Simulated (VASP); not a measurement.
# Na2Rh: relaxation of cell and atoms with PBE

Na2Rh:

```
CELL_PARAMETERS angstrom
3.54975 0.00000 0.00000
-1.77488 3.07418 0.00000
0.00000 0.00000 8.19048
ATOMIC_POSITIONS crystal
Na 0.66667 0.33333 0.68977
Na 0.33333 0.66667 0.31023
Rh 0.00000 0.00000 0.00000
```

The cell was built from a structure type or drawn by symmetry, and may not be a known phase.

- Program: VASP 6.6.1
- Task: relaxation of cell and atoms
- Functional: PBE
- Potentials or basis: VASP PAW PBE potentials, release 64 (Na_pv, Rh_pv)
- Cutoff: 600 eV
- k mesh: 6 × 6 × 2
- Occupations: gaussian, width 0.1 eV
- Spin: no spin polarisation
- Dipole correction: no
- Further INCAR settings: ALGO = Normal; EDIFF = 1e-07; IBRION = 2; EDIFFG = -0.04; NSW = 90; ISIF = 3

```yaml
Relaxed_volume: 20.02 Å³/atom
Relaxed_cell: a = 2.927 Å, b = 2.927 Å, c = 8.092 Å, α = 90.00°, β = 90.00°, γ = 120.00°
Space_group_after_relaxing_to_0.1_Å: P-3m1 (No. 164)
Energy_gained_by_relaxing: 364.3 meV/atom
Ionic_steps: 14
Pressure_after_relaxing: 0.0 GPa
Largest_force_after_relaxing: 0.022 eV/Å
Band_gap_on_the_k_mesh: zero (an odd number of electrons rules out a gap without spin polarisation)
```

Forces on the atoms (eV/Å):
```
Na   0.000  0.000  0.022
Na   0.000  0.000 -0.022
Rh   0.000  0.000  0.000
```

Stress tensor (GPa, compression positive):
```
-0.05  0.00  0.00
 0.00 -0.05  0.00
 0.00  0.00  0.09
```

Step by step:
| step | energy change (eV) | largest force (eV/Å) | pressure (GPa) | volume (Å³) |
| --- | --- | --- | --- | --- |
| 1 | 0.0000 | 0.6571 | -6.07 | 89.38 |
| 2 | -0.5627 | 0.5116 | -5.28 | 75.54 |
| 3 | 0.3840 | 1.8520 | 34.89 | 42.61 |
| 4 | -0.8338 | 0.3438 | -3.33 | 66.97 |
| 5 | -0.9308 | 0.1265 | 2.96 | 56.72 |
| 6 | -0.9463 | 0.0610 | 0.27 | 59.92 |
| 7 | -0.9474 | 0.0315 | 0.67 | 59.36 |
| 8 | -1.0484 | 0.0168 | 1.17 | 58.18 |
| 9 | -1.0718 | 0.0217 | 2.18 | 56.97 |
| 10 | -1.0737 | 0.0193 | 1.92 | 57.21 |
| 11 | -1.0881 | 0.1322 | -0.30 | 59.94 |
| 12 | -1.0884 | 0.1179 | -0.03 | 59.56 |
| 13 | -1.0901 | 0.0933 | -0.02 | 59.68 |
| 14 | -1.0930 | 0.0223 | 0.00 | 60.05 |

Final structure:
```cif
data_structure
_symmetry_space_group_name_H-M 'P 1'
_symmetry_Int_Tables_number 1
_cell_length_a 2.9273
_cell_length_b 2.9273
_cell_length_c 8.0919
_cell_angle_alpha 90.000
_cell_angle_beta 90.000
_cell_angle_gamma 120.000
_cell_volume 60.05
loop_
_atom_site_label
_atom_site_type_symbol
_atom_site_fract_x
_atom_site_fract_y
_atom_site_fract_z
_atom_site_occupancy
Na1 Na 0.66667 0.33333 0.70390 1
Na2 Na 0.33333 0.66667 0.29610 1
Rh1 Rh 0.00000 0.00000 0.00000 1
```

Levels at points of the mesh, in eV from the Fermi level:
| k point | band 11 | band 12 | band 13 | band 14 | band 15 | band 16 | band 17 | band 18 |
| --- | --- | --- | --- | --- | --- | --- | --- | --- |
| (0.00, 0.00, 0.00) | -3.14 | -1.67 | -1.49 | -1.49 | -1.26 | 0.06 | 0.06 | 4.56 |
| (0.50, 0.00, 0.00) | -2.43 | -1.00 | -0.39 | 0.78 | 1.40 | 2.47 | 3.35 | 3.76 |
| (0.00, 0.00, 0.50) | -3.42 | -2.46 | -1.49 | -1.49 | 0.06 | 0.06 | 0.65 | 2.31 |
| (0.50, 0.00, 0.50) | -2.43 | -0.98 | -0.39 | 0.78 | 1.58 | 2.10 | 2.87 | 4.42 |

It took 8.5 min on 1 thread of Intel Xeon 8259CL (shared host), peak memory 0.25 GiB.

Caveat: the k points lie up to 0.41 Å⁻¹ apart in the final cell, too coarse for converged energies and pressures of a metal; the volume moved by over 15 % at a fixed basis, so the end points are rough.
